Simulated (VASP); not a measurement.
# Cu: single point with PBEsol

The system is Cu.

```
Cu
1.0
     1.21846   -3.97638    0.00000
     1.21846    3.97638    0.00000
     0.00000    0.00000    2.47550
Cu
2
Direct
  0.86613 0.13387 0.75000
  0.13387 0.86613 0.25000
```

```json
{"Program": "VASP 6.6.1", "Task": "single point", "Functional": "PBEsol", "Potentials or basis": "VASP PAW PBE potentials, release 64 (Cu)", "Cutoff": "520 eV", "k mesh": "6 × 6 × 6", "Occupations": "fermi-dirac, width 0.05 eV", "Spin": "no spin polarisation"}
```

```yaml
Pressure: -0.9 GPa
Largest_force: 0.004 eV/Å
Band_gap_on_the_k_mesh: zero (band 11 reaches 10.90 eV, above the bottom of band 12 at 5.58 eV)
```

Forces in eV/Å, atoms in the order of the input:
```
Cu   0.000 -0.004  0.000
Cu   0.000  0.004  0.000
```

Stress tensor (GPa, compression positive):
```
-2.39  0.00  0.00
 0.00  0.53  0.00
 0.00  0.00 -0.95
```

Levels at points of the mesh, in eV from the Fermi level:
```csv
k point,band 7,band 8,band 9,band 10,band 11,band 12,band 13,band 14,band 15,band 16
"(0.00, 0.00, 0.00)",-2.46,-2.16,-1.97,-1.83,-1.57,-0.21,4.66,14.59,18.24,19.12
"(0.50, 0.00, 0.00)",-2.84,-2.63,-2.26,-1.79,-0.62,1.13,2.38,6.73,12.74,15.54
"(0.50, 0.50, 0.00)",-2.71,-2.44,-2.42,-2.07,-1.74,-1.66,13.47,15.13,15.41,17.46
"(0.00, 0.00, 0.50)",-2.86,-2.86,-1.85,-1.85,-0.16,-0.16,8.05,8.05,9.27,9.27
"(0.50, 0.00, 0.50)",-1.95,-1.95,-1.42,-1.42,3.56,3.56,7.34,7.34,9.51,9.51
"(0.50, 0.50, 0.50)",-2.12,-2.12,-1.69,-1.69,-1.11,-1.11,3.55,3.55,17.75,17.75
```

Wall time 20 s on 1 thread of Intel(R) Xeon(R) Platinum 8259CL CPU @ 2.50GHz (Skylake/Cascade Lake), on a shared host, peak memory 0.16 GiB.

Caveat: the k points lie up to 0.45 Å⁻¹ apart; the PAW data sets were made with another functional, which shifts forces and pressure a little.
